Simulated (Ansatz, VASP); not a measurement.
## MgO in VASP and in Ansatz

The input INCAR:

```
PREC = Accurate
ENCUT = 600
EDIFF = 1E-6
ISMEAR = 0
SIGMA = 0.05
LREAL = F
LASPH = T
NELM = 120
ALGO = Normal
ISIF = 2
LWAVE = F
LCHARG = F
GGA = PS
NBANDS = 26
GGA_COMPAT = F
```

KPOINTS

```
regular mesh
0
Gamma
  9 9 4
```

Contents of POSCAR:

```
MgO
1.0
    3.3034678071      0.0000000000      0.0000000000
   -1.6517339036      2.8608870415      0.0000000000
    0.0000000000      0.0000000000     10.0387760228
Mg O
4 4
Direct
    0.3333333333      0.6666666667     -0.0038786962
    0.3333333333      0.6666666667      0.5075370382
    0.6666666667      0.3333333333      0.2496368060
    0.6666666667      0.3333333333      0.7540215360
    0.3333333333      0.6666666667      0.1952830690
    0.3333333333      0.6666666667      0.7056585890
    0.6666666667      0.3333333333      0.4528562646
    0.6666666667      0.3333333333      0.9480853934
```

Input for Ansatz:

```yaml
crystal:
  lattice:
    - [3.3034678071, 0.0, 0.0]
    - [-1.6517339036, 2.8608870415, 0.0]
    - [0.0, 0.0, 10.0387760228]
  atoms:
    - { symbol: Mg, position: [0.3333333333, 0.6666666667, -0.0038786962] }
    - { symbol: Mg, position: [0.3333333333, 0.6666666667, 0.5075370382] }
    - { symbol: Mg, position: [0.6666666667, 0.3333333333, 0.249636806] }
    - { symbol: Mg, position: [0.6666666667, 0.3333333333, 0.754021536] }
    - { symbol: O, position: [0.3333333333, 0.6666666667, 0.195283069] }
    - { symbol: O, position: [0.3333333333, 0.6666666667, 0.705658589] }
    - { symbol: O, position: [0.6666666667, 0.3333333333, 0.4528562646] }
    - { symbol: O, position: [0.6666666667, 0.3333333333, 0.9480853934] }
basis:
  ecutwfc: 520.0
kpoints:
  mp_grid: { grid: [9, 9, 4] }
hamiltonian:
  xc: pbesol
  pseudopotentials: { kind: paw, azcp: { folder: soft_1 } }
scf:
  occupations: { method: gaussian, width: 0.05 }
output:
  forces: true
  stress: true
  eigenvalues: true
```

Change from the starting cell: mode 4 frozen in at -0.000 Å and mode 10 at -0.057 Å (largest displacements).

Alike in both runs: task single point; functional PBEsol; k mesh 9 × 9 × 4; occupations gaussian, width 0.05 eV; no spin polarisation.

|  | VASP | Ansatz |
| --- | --- | --- |
| version | VASP 6.6.1 | Ansatz 0.2.0 |
| potentials or method | VASP PAW PBE potentials, release 64 (Mg, O), cutoff 600 eV | scalar-relativistic, plane waves, PAW |
| valence electrons in the cell | 32 | 64 |

```tsv
	VASP	Ansatz	Ansatz less VASP
gap on the k mesh at the Fermi level (eV)	3.34	3.35	+0.005
least direct gap on the mesh (eV)	3.34	3.35	+0.005
pressure (GPa)	-0.4	0.1	+0.48
traceless stress, the component that is largest in VASP (GPa)	0.10	0.07	-0.030
rms of the force components (eV/Å)	0.121	0.119	-0.0022
```

VASP's potentials were made for PBE, not for PBEsol, and Ansatz warns of the same on its side. Atom by atom the forces differ by 0.003 eV/Å (rms over components). The functional is the same, so the differences come from potentials, cutoffs and numerics. VASP's potentials hold 32 valence electrons a cell and Ansatz's 64, so a difference there can come from the potentials and not from the codes.
